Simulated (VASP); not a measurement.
Write the native input for VASP 6.6.1 that does the following.

```yaml
Task: single point
Functional: PBE
Potentials_or_basis: VASP PAW PBE potentials, release 64 (Ti_sv, O)
Cutoff: 520 eV
k_mesh: 8 × 8 × 6
Occupations: methfessel-paxton, width 0.22 eV
Spin: no spin polarisation
Dipole_correction: no
Further_INCAR_settings: ALGO = Normal; EDIFF = 1e-06; NBANDS = 33
```

The structure of TiO2 lies in POSCAR:

```
TiO2
1.0
    2.7060340000     -2.7066550000      0.0000000000
    2.7060340000      2.7066550000      0.0000000000
   -2.6335310000      0.0000000000      4.7966370000
Ti O
2 4
Direct
    0.1341100000      0.8658900000      0.2500000000
    0.8658900000      0.1341100000      0.7500000000
    0.3312210000      0.0887550000      0.6671490000
    0.6687790000      0.9112450000      0.3328510000
    0.9112450000      0.6687790000      0.8328510000
    0.0887550000      0.3312210000      0.1671490000
```

These files were run (other wordings do the same):

INCAR

```
SYSTEM = TiO2
PREC = Accurate ; ENCUT = 520
EDIFF = 1E-6 ; ISMEAR = 1
SIGMA = 0.22 ; LREAL = .False.
LASPH = .True. ; NELM = 100
ALGO = Normal ; ISIF = 2
LWAVE = .False. ; LCHARG = .False.
GGA = PE ; NBANDS = 33
```

KPOINTS

```
Automatic mesh
0
Gamma
  8 8 6
  0 0 0
```

Potentials or basis: VASP PAW PBE potentials, release 64 (Ti_sv, O).

Run with:

```bash
$ cat potpaw_PBE.64/Ti_sv/POTCAR potpaw_PBE.64/O/POTCAR > POTCAR
$ mpirun -np 1 vasp_std > vasp.out
```

Results of the run:

```yaml
Pressure: -1.0 GPa
Largest_force: 0.098 eV/Å
Band_gap_on_the_k_mesh: 2.05 eV (least direct gap 2.39 eV)
```

Run time: 7.9 min on 1 thread of Intel Xeon 8259CL, on a shared host, peak memory 0.32 GiB.
